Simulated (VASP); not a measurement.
Write the native input for VASP 6.6.1 that does the following.

| Item | Value |
| --- | --- |
| Task | single point |
| Functional | PBEsol |
| Potentials or basis | VASP PAW PBE potentials, release 64 (Y_sv) |
| Cutoff | 500 eV |
| k mesh | 8 × 8 × 8 |
| Occupations | gaussian, width 0.1 eV |
| Spin | no spin polarisation |
| Dipole correction | no |
| Further INCAR settings | ALGO = Normal; EDIFF = 1e-06; NBANDS = 12 |

The structure of Y lies in POSCAR:

```
Y
1.0
   -1.7474148972      1.7474148972      1.7474148972
    1.7474148972     -1.7474148972      1.7474148972
    1.7474148972      1.7474148972     -1.7474148972
Y
1
Direct
    0.0000000000      0.0000000000      0.0000000000
```

This isn't the form of Y at room conditions, which is hcp.

One way to write it, as run:

INCAR

```
PREC     = Accurate       # precision mode
ENCUT    = 500            # plane-wave cutoff, eV
EDIFF    = 1E-6           # SCF threshold, eV
ISMEAR   = 0              # smearing method
SIGMA    = 0.1            # smearing width, eV
LREAL    = False          # projectors in reciprocal space
LASPH    = True           # aspherical terms in the spheres
NELM     = 120            # most SCF steps
ALGO     = Normal         # electronic algorithm
ISIF     = 2              # what is computed and relaxed
LWAVE    = False          # write WAVECAR
LCHARG   = True           # write CHGCAR
GGA      = PS             # functional
LELF     = True           # ELF
LVHAR    = True         
NBANDS   = 12             # bands
GGA_COMPAT= False
```

KPOINTS

```
regular mesh
0
Gamma
  8 8 8
```

Potentials or basis: VASP PAW PBE potentials, release 64 (Y_sv).

Launch:

```sh
$ cat potpaw_PBE.64/Y_sv/POTCAR > POTCAR
$ mpirun -np 1 vasp_std > vasp.out
```

Results of the run:

The pressure is 26.1 GPa and the band gap on the k mesh is zero (an odd number of electrons rules out a gap without spin polarisation).

Caveat: the cell stands under pressure; the PAW data sets were made with another functional, which shifts forces and pressure a little.

It took 9 s on 1 thread of Intel(R) Xeon(R) Platinum 8488C (Sapphire Rapids) (shared host), peak memory 0.15 GiB.
